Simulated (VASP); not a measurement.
Cd3O: single point with PBE

Cd3O:

```
Cd O
1.0
     3.72445   -3.46129    0.00000
     3.72445    3.46129    0.00000
     0.00000    0.00000    7.12034
Cd O
6 2
Cartesian
  3.7245 -1.3746 2.0692
  3.7245 1.3746 2.0692
  3.7245 1.3746 5.0511
  3.7245 -1.3746 5.0511
  1.7304 0.0000 0.0000
  5.7185 0.0000 0.0000
  0.0000 0.0000 5.6089
  0.0000 0.0000 1.5115
```

The cell was built from a structure type or drawn by symmetry, and may not be a known phase.

```json
{
 "Program": "VASP 6.6.1",
 "Task": "single point",
 "Functional": "PBE",
 "Potentials or basis": "VASP PAW PBE potentials, release 64 (Cd, O)",
 "Cutoff": "520 eV",
 "k mesh": "3 × 3 × 2",
 "Occupations": "gaussian, width 0.2 eV",
 "Spin": "no spin polarisation",
 "Dipole correction": "no",
 "Further INCAR settings": "ALGO = Normal; EDIFF = 1e-07; NBANDS = 52"
}
```

```json
{
 "Pressure": "0.5 GPa",
 "Largest force": "0.085 eV/Å",
 "Band gap on the k mesh": "zero (bands 42 and 43 overlap by 1.87 eV)"
}
```

Forces in eV/Å, atoms in the order of the input:
```
Cd   0.000  0.014  0.027
Cd   0.000 -0.014  0.027
Cd   0.000 -0.014 -0.027
Cd   0.000  0.014 -0.027
Cd   0.085  0.000  0.000
Cd  -0.085  0.000  0.000
O    0.000  0.000 -0.056
O    0.000  0.000  0.056
```

Stress tensor (GPa, compression positive):
```
0.49 0.00 0.00
0.00 0.85 0.00
0.00 0.00 0.20
```

Levels at points of the mesh, in eV from the Fermi level:
```
           k point  band 39  band 40  band 41  band 42  band 43  band 44  band 45  band 46
(0.00, 0.00, 0.00)    -2.58    -2.09    -1.28    -0.23     1.09     1.39     2.45     3.41
(0.00, 0.00, 0.50)    -2.60    -2.49     0.19     1.27     1.50     1.55     1.83     1.86
```

It took 79 s on 1 thread of Intel(R) Xeon(R) Platinum 8259CL CPU @ 2.50GHz (Skylake/Cascade Lake), on a shared host, peak memory 0.29 GiB.

Caveat: the k points lie up to 0.44 Å⁻¹ apart, too coarse for converged energies and pressures of a metal.
